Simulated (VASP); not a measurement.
A run of VASP 6.6.1:

File INCAR:

```
SYSTEM = BP
  ALGO = Normal
  EDIFF = 1E-6
  ENCUT = 520
  GGA = PS
  ISIF = 2
  ISMEAR = 0
  LASPH = .TRUE.
  LCHARG = .FALSE.
  LREAL = .FALSE.
  LWAVE = .FALSE.
  NBANDS = 11
  NELM = 100
  PREC = Accurate
  SIGMA = 0.05
```

KPOINTS

```
k-points
0
G
  12 12 12
  0 0 0
```

Contents of POSCAR:

```
BP
1.0
    0.0000000000      2.3042768564      2.3042768564
    2.3042768564      0.0000000000      2.3042768564
    2.3042768564      2.3042768564      0.0000000000
B P
1 1
Direct
    0.0000000000      0.0000000000      0.0000000000
    0.7500000000      0.7500000000      0.7500000000
```

Potentials or basis: VASP PAW PBE potentials, release 64 (B, P).

Run with:

```sh
$ cat potpaw_PBE.64/B/POTCAR potpaw_PBE.64/P/POTCAR > POTCAR
$ mpirun -np 1 vasp_std > vasp.out
```

Hardware: 1 thread of Intel Xeon 8259CL, on a shared host.

Q: How long does it take, and how much memory?

A: Run time: 12 s on 1 thread of Intel Xeon 8259CL, with other jobs on the host, peak memory 0.14 GiB. Counts: scf iterations 12, k points 72.
